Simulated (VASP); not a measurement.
# GeMo (Pmma) in VASP: single point with PBE

Aim: the single point of GeMo with PBE.

Everything below comes from runs of VASP 6.6.1. Logs are shortened: lines on timing, memory, paths and dates and some standing lists are left out, and cuts for length are marked.

### Step 1. The cell of the first run

Symmetry: Pmma, No. 51, orthorhombic system. Conventional cell: a = 4.586 Å, b = 3.035 Å, c = 4.682 Å, α = 90.00°, β = 90.00°, γ = 90.00°. Within 3.7 Å of Ge (site symmetry mm2) lie 8 Mo at 2.79 to 2.81 Å and 4 Ge at 2.89 to 3.03 Å. Within 3.7 Å of Mo (site symmetry mm2) lie 8 Ge at 2.79 to 2.81 Å and 4 Mo at 2.89 to 3.03 Å.

### Step 2. Single point, PBE

Input file INCAR:

```
PREC     = Accurate       # precision mode
ENCUT    = 520            # plane-wave cutoff, eV
EDIFF    = 1E-7           # SCF threshold, eV
ISMEAR   = 0              # smearing method
SIGMA    = 0.1            # smearing width, eV
LREAL    = F              # projectors in reciprocal space
LASPH    = T              # aspherical terms in the spheres
NELM     = 100            # most SCF steps
ALGO     = Normal         # electronic algorithm
ISIF     = 2              # what is computed and relaxed
LWAVE    = F              # write WAVECAR
LCHARG   = F              # write CHGCAR
GGA      = PE             # functional
NBANDS   = 36             # bands
```

Input file KPOINTS:

```
regular mesh
0
Gamma
  4 6 4
```

Input file POSCAR:

```
GeMo
1.0
    4.5857991539      0.0000000000      0.0000000000
    0.0000000000      3.0347200283      0.0000000000
    0.0000000000      0.0000000000      4.6821394723
Ge Mo
2 2
Direct
    0.7500000000      0.0000000000      0.6870000000
    0.2500000000      0.0000000000      0.3130000000
    0.7500000000      0.5000000000      0.1880000000
    0.2500000000      0.5000000000      0.8120000000
```

Potentials or basis: VASP PAW PBE potentials, release 64 (Ge_d, Mo_sv).

Launch:

```
$ cat potpaw_PBE.64/Ge_d/POTCAR potpaw_PBE.64/Mo_sv/POTCAR > POTCAR
$ mpirun -np 1 vasp_std > vasp.out
```

OUTCAR:

```text
PREC = Accurate
   ENCUT = 520
   EDIFF = 1E-7
   ISMEAR = 0
   LREAL = F
   LASPH = T
   NELM = 100
   ISIF = 2
   GGA = PE

 ion  position               nearest neighbor table
   1  0.750  0.000  0.687-   3 2.79   3 2.79   3 2.79   3 2.79   4 2.81   4 2.81   4 2.81   4 2.81
                             2 2.89   2 2.89
   2  0.250  0.000  0.313-   4 2.79   4 2.79   4 2.79   4 2.79   3 2.81   3 2.81   3 2.81   3 2.81
                             1 2.89   1 2.89
   3  0.750  0.500  0.188-   1 2.79   1 2.79   1 2.79   1 2.79   2 2.81   2 2.81   2 2.81   2 2.81
                             4 2.89   4 2.89
   4  0.250  0.500  0.812-   2 2.79   2 2.79   2 2.79   2 2.79   1 2.81   1 2.81   1 2.81   1 2.81
                             3 2.89   3 2.89

  LATTYP: Found a simple orthorhombic cell.
 ALAT       =     3.0347200283
 B/A-ratio  =     1.5111111111
 C/A-ratio  =     1.5428571429

  Lattice vectors:

 A1 = (   0.0000000000,  -3.0347200283,   0.0000000000)
 A2 = (   4.5857991539,   0.0000000000,   0.0000000000)
 A3 = (   0.0000000000,   0.0000000000,   4.6821394723)

Analysis of symmetry for initial positions (statically):
=====================================================================
 Subroutine PRICEL returns:
 Original cell was already a primitive cell.

 Routine SETGRP: Setting up the symmetry group for a
 simple orthorhombic supercell.

 Subroutine GETGRP returns: Found  8 space group operations
 (whereof  4 operations were pure point group operations)
 out of a pool of  8 trial point group operations.

The static configuration has the point symmetry C_2h.
 The point group associated with its full space group is D_2h.

Analysis of symmetry for dynamics (positions and initial velocities):
=====================================================================
 Subroutine PRICEL returns:
 Original cell was already a primitive cell.

 Routine SETGRP: Setting up the symmetry group for a
 simple orthorhombic supercell.

 Subroutine GETGRP returns: Found  8 space group operations
 (whereof  4 operations were pure point group operations)
 out of a pool of  8 trial point group operations.

The dynamic configuration has the point symmetry C_2h.
 The point group associated with its full space group is D_2h.

 Subroutine INISYM returns: Found  8 space group operations
 (whereof  4 operations are pure point group operations),
 and found     1 'primitive' translations

----------------------------------------------------------------------------------------

                                     Primitive cell

  volume of cell :      65.1595

  direct lattice vectors                    reciprocal lattice vectors
     4.585799154  0.000000000  0.000000000     0.218064500  0.000000000  0.000000000
     0.000000000  3.034720028  0.000000000     0.000000000  0.329519689  0.000000000
     0.000000000  0.000000000  4.682139472     0.000000000  0.000000000  0.213577576

  length of vectors
     4.585799154  3.034720028  4.682139472     0.218064500  0.329519689  0.213577576

  position of ions in fractional coordinates (direct lattice)
     0.750000000  0.000000000  0.687000000
     0.250000000  0.000000000  0.313000000
     0.750000000  0.500000000  0.188000000
     0.250000000  0.500000000  0.812000000

  ion indices of the primitive-cell ions
   primitive index   ion index
                 1           1
                 2           2
                 3           3
                 4           4

----------------------------------------------------------------------------------------

 KPOINTS: regular mesh

Automatic generation of k-mesh.
 Grid dimensions read from file:
 generate k-points for:    4    6    4

 Generating k-lattice:

  Cartesian coordinates                     Fractional coordinates (reciprocal lattice)
     0.054516125  0.000000000  0.000000000     0.250000000  0.000000000  0.000000000
     0.000000000  0.054919948  0.000000000     0.000000000  0.166666667  0.000000000
     0.000000000  0.000000000  0.053394394     0.000000000  0.000000000  0.250000000

  Length of vectors
     0.054516125  0.054919948  0.053394394

  Shift w.r.t. Gamma in fractional coordinates (k-lattice)
     0.000000000  0.000000000  0.000000000

 Subroutine IBZKPT returns following result:
 ===========================================

 Found     36 irreducible k-points:

 Following reciprocal coordinates:
            Coordinates               Weight
  0.000000  0.000000  0.000000      1.000000
  0.250000  0.000000  0.000000      2.000000
  0.500000  0.000000  0.000000      1.000000
  0.000000  0.166667  0.000000      2.000000
  0.250000  0.166667  0.000000      4.000000
  0.500000  0.166667  0.000000      2.000000
[... 16 lines left out ...]
  0.250000  0.500000  0.250000      4.000000
  0.500000  0.500000  0.250000      2.000000
 [... further k-points ...]
   k-points           NKPTS =     36   k-points in BZ     NKDIM =     36   number of bands    NBANDS=     36
   number of dos      NEDOS =    301   number of ions     NIONS =      4
   total plane-waves  NPLWV =  31104
   dimension x,y,z NGX =    36 NGY =   24 NGZ =   36
   dimension x,y,z NGXF=    72 NGYF=   48 NGZF=   72
   ions per type =               2   2
   NGX,Y,Z   is equivalent  to a cutoff of  13.05, 13.15, 12.78 a.u.
   NGXF,Y,Z  is equivalent  to a cutoff of  26.10, 26.30, 25.56 a.u.
 SYSTEM =  unknown system
   PREC   = accura    normal or accurate (medium, high low for compatibility)
   ISTART =      0    job   : 0-new  1-cont  2-samecut
   ICHARG =      2    charge: 1-file 2-atom 10-const
   ISPIN  =      1    spin polarized calculation?
   LNONCOLLINEAR =      F non collinear calculations
   LSORBIT =      F    spin-orbit coupling
   LASPH  =      T    aspherical Exc in radial PAW
   ENCUT  =  520.0 eV  38.22 Ry    6.18 a.u.   8.53  5.64  8.71*2*pi/ulx,y,z
   NELM   =    100;   NELMIN=  2; NELMDL= -5     # of ELM steps
   EDIFF  = 0.1E-06   stopping-criterion for ELM
   LREAL  =      F    real-space projection
   EDIFFG = 0.1E-05   stopping-criterion for IOM
   NSW    =      0    number of steps for IOM
   IBRION =     -1    ionic relax: 0-MD 1-quasi-New 2-CG
   NFREE  =      0    steps in history (QN), initial steepest desc. (CG)
   ISIF   =      2    stress and relaxation
   ISYM   =      2    0-nonsym 1-usesym 2-fastsym
   POTIM  = 0.5000    time-step for ionic-motion
   TEBEG  =    0.0;   TEEND  =   0.0 temperature during run
   PSTRESS=    0.0 pullay stress
   NELECT =      56.0000    total number of electrons
   NUPDOWN=      -1.0000    fix difference up-down
   EMIN   =  10.00;   EMAX   =-10.00  energy-range for DOS
   EFERMI =   0.00;   METHOD = LEGACY
   ISMEAR =     0;   SIGMA  =   0.10  broadening in eV -4-tet -1-fermi 0-gaus
   EFERMI_NEDOS =   21; number of points for ismear=-14 and -15
   IALGO  =     38    algorithm
   IMIX   =      4    mixing-type and parameters
     AMIX     =   0.40;   BMIX     =  1.00
     AMIX_MAG =   1.60;   BMIX_MAG =  1.00
  volume/ion in A,a.u.               =      16.29       109.93
  Fermi-wavevector in a.u.,A,eV,Ry     =   1.556485  2.941329 32.962078  2.422644
  Thomas-Fermi vector in A             =   2.660274
   LORBIT       =      0    0 simple, 1 ext, 2 COOP (PROOUT), +10 PAW based schemes
   GGA     = PE    functional components
   LHFCALC =     F    Hartree Fock is set to
   AEXX    =    0.0000 exact exchange contribution
   IVDW    =     0    specifies the selected vdW correction
   LEPSILON=     F    determine dielectric tensor
   LRPA    =     F    only Hartree local field effects (RPA)
 non-spin polarized calculation
 Gauss-broadening in eV      SIGMA  =   0.10
  energy-cutoff  :      520.00
  volume of cell :       65.16
 maximum number of plane-waves:      1774
 NGX is ok and might be reduce to    36
   NGX = 17   NGY = 11   NGZ = 17

 number of electron      55.9999990 magnetization

 Free energy of the ion-electron system (eV)
  ---------------------------------------------------
  ext. energy  EPLUGINS =         0.00000000
  ---------------------------------------------------
  free energy    TOTEN  =       -29.98189053 eV

  energy without entropy =      -29.95863213  energy(sigma->0) =      -29.97026133

 E-fermi :  10.1158     XC(G=0): -12.6027

 val. band max:       10.1014058437   @ k =   0.2500   0.3333   0.2500
 cond. band min:      10.1412928951   @ k =   0.0000   0.0000   0.2500
 fundamental gap:      0.0398870514
 Fermi energy:        10.1158443727

 k-point     1 :       0.0000    0.0000    0.0000
  band No.  band energies     occupation
      1     -50.8479      2.00000
      2     -50.7873      2.00000
      3     -25.0833      2.00000
      4     -25.0476      2.00000
      5     -24.8474      2.00000
      6     -24.7734      2.00000
[... 28 lines left out ...]
     35      14.5505      0.00000
     36      15.9021      0.00000

 k-point     2 :       0.2500    0.0000    0.0000
  band No.  band energies     occupation
      1     -50.8390      2.00000
      2     -50.7962      2.00000
      3     -25.0839      2.00000
      4     -25.0550      2.00000
      5     -24.8271      2.00000
      6     -24.7650      2.00000
[... 28 lines left out ...]
     35      14.8928      0.00000
     36      16.5772      0.00000

 k-point     3 :       0.5000    0.0000    0.0000
  band No.  band energies     occupation
      1     -50.8175      2.00000
      2     -50.8175      2.00000
      3     -25.0731      2.00000
      4     -25.0731      2.00000
      5     -24.7868      2.00000
      6     -24.7868      2.00000
[... 28 lines left out ...]
     35      16.4808      0.00000
     36      16.4808      0.00000
[... 742 lines left out ...]
 k-point    23 :       0.2500    0.5000    0.2500
  band No.  band energies     occupation
      1     -50.8053      2.00000
      2     -50.7649      2.00000
      3     -25.1391      2.00000
      4     -25.0847      2.00000
      5     -25.0455      2.00000
      6     -25.0064      2.00000
[... 28 lines left out ...]
     35      15.2890      0.00000
     36      15.3069      0.00000

 k-point    24 :       0.5000    0.5000    0.2500
  band No.  band energies     occupation
      1     -50.7851      2.00000
      2     -50.7851      2.00000
      3     -25.1112      2.00000
      4     -25.1112      2.00000
      5     -25.0404      2.00000
      6     -25.0404      2.00000
[... 28 lines left out ...]
     35      15.5909      0.00000
     36      15.5910      0.00000

 [... further k-points ...]

------------------------ aborting loop because EDIFF is reached ----------------------------------------

  FORCE on cell =-STRESS in cart. coord.  units (eV):
  Direction    XX          YY          ZZ          XY          YZ          ZX
  --------------------------------------------------------------------------------------
  -------------------------------------------------------------------------------------
  Total       -3.5678463     -1.3871535     -5.0828589      0.0000000      0.0000000      0.0000000
  in kB      -87.7280965    -34.1080667   -124.9800316      0.0000000      0.0000000      0.0000000
  external PRESSURE =     -82.2720649 kB  Pullay stress =       0.0000000 kB

 VOLUME and BASIS-vectors are now :
 -----------------------------------------------------------------------------
  energy-cutoff  :      520.00
  volume of cell :       65.16
      direct lattice vectors                 reciprocal lattice vectors
     4.585799154  0.000000000  0.000000000     0.218064500  0.000000000  0.000000000
     0.000000000  3.034720028  0.000000000     0.000000000  0.329519689  0.000000000
     0.000000000  0.000000000  4.682139472     0.000000000  0.000000000  0.213577576

 POSITION                                       TOTAL-FORCE (eV/Angst)
 -----------------------------------------------------------------------------------
      3.43935      0.00000      3.21663        -0.000000     -0.000000      0.581534
      1.14645      0.00000      1.46551         0.000000     -0.000000     -0.581534
      3.43935      1.51736      0.88024        -0.000000     -0.000000     -0.043379
      1.14645      1.51736      3.80190         0.000000      0.000000      0.043379
 -----------------------------------------------------------------------------------
    total drift:                                0.000000      0.000000      0.000000

  FREE ENERGIE OF THE ION-ELECTRON SYSTEM (eV)
  ---------------------------------------------------
  free  energy   TOTEN  =       -29.9818905313 eV

  energy  without entropy=      -29.9586321253  energy(sigma->0) =      -29.97026133
```

Run time: 41 s. Hardware: 1 thread of Intel Xeon Platinum 8488C (Sapphire Rapids), shared host; peak memory 0.22 GiB.

What came out:

| Quantity | Value |
| --- | --- |
| Free energy | -29.9819 eV |
| Pressure | -8.2 GPa |
| Largest force | 0.582 eV/Å |
| Band gap on the k mesh | zero (band 28 reaches 10.57 eV, above the bottom of band 29 at 9.45 eV) |

Forces on the atoms (eV/Å):
```
Ge   0.000  0.000  0.582
Ge   0.000  0.000 -0.582
Mo   0.000  0.000 -0.043
Mo   0.000  0.000  0.043
```

Levels at points of the mesh, in eV from the Fermi level:
| k point | band 26 | band 27 | band 28 | band 29 | band 30 | band 31 |
| --- | --- | --- | --- | --- | --- | --- |
| (0.00, 0.00, 0.00) | -0.06 | 0.04 | 0.06 | 0.85 | 0.96 | 1.30 |
| (0.50, 0.00, 0.00) | -1.93 | -0.23 | -0.23 | 0.77 | 0.77 | 0.93 |
| (0.00, 0.50, 0.00) | -1.96 | -1.58 | 0.45 | 1.67 | 2.69 | 2.87 |
| (0.50, 0.50, 0.00) | -1.39 | 0.44 | 0.44 | 0.73 | 0.73 | 1.13 |
| (0.00, 0.00, 0.50) | -1.44 | -0.38 | 0.04 | 0.12 | 0.52 | 1.18 |
| (0.50, 0.00, 0.50) | -1.94 | -0.96 | -0.96 | 1.40 | 1.40 | 1.47 |
| (0.00, 0.50, 0.50) | -1.14 | -0.94 | -0.51 | 0.34 | 0.39 | 0.78 |
| (0.50, 0.50, 0.50) | -1.90 | -0.50 | -0.50 | -0.14 | -0.14 | 1.94 |
